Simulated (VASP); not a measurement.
Here is a VASP 6.6.1 calculation.

The input INCAR:

```
SYSTEM = ZnS
PREC = Accurate
ENCUT = 600
EDIFF = 1E-7
ISMEAR = 1
SIGMA = 0.05
LREAL = .FALSE.
LASPH = .TRUE.
NELM = 60
ALGO = Normal
ISIF = 3
LWAVE = .FALSE.
LCHARG = .FALSE.
GGA = PS
IBRION = 2
NSW = 80
EDIFFG = -0.05
```

The input KPOINTS:

```
regular mesh
0
G
  6 6 4
  0 0 0
```

The input POSCAR:

```
ZnS
1.0
    3.8110000000      0.0000000000      0.0000000000
   -1.9055000000      3.3004228100      0.0000000000
    0.0000000000      0.0000000000      6.2340000000
Zn S
2 2
Direct
    0.3333333333      0.6666666667      0.0000000000
    0.6666666667      0.3333333333      0.5000000000
    0.3333333333      0.6666666667      0.3850000000
    0.6666666667      0.3333333333      0.8850000000
```

Potentials or basis: VASP PAW PBE potentials, release 64 (Zn, S).

Run with:

```bash
$ cat potpaw_PBE.64/Zn/POTCAR potpaw_PBE.64/S/POTCAR > POTCAR
$ mpirun -np 1 vasp_std > vasp.out
```

(1) Predict the relaxed volume.

(2) Predict the band gap on the k mesh.

(3) Estimate the space group after relaxing (to 0.1 Å).

## Answers

(1) 19.29 Å³/atom.

(2) 2.15 eV.

(3) P6_3mc (No. 186).

Caveat: the PAW data sets were made with another functional, which shifts forces and pressure a little.
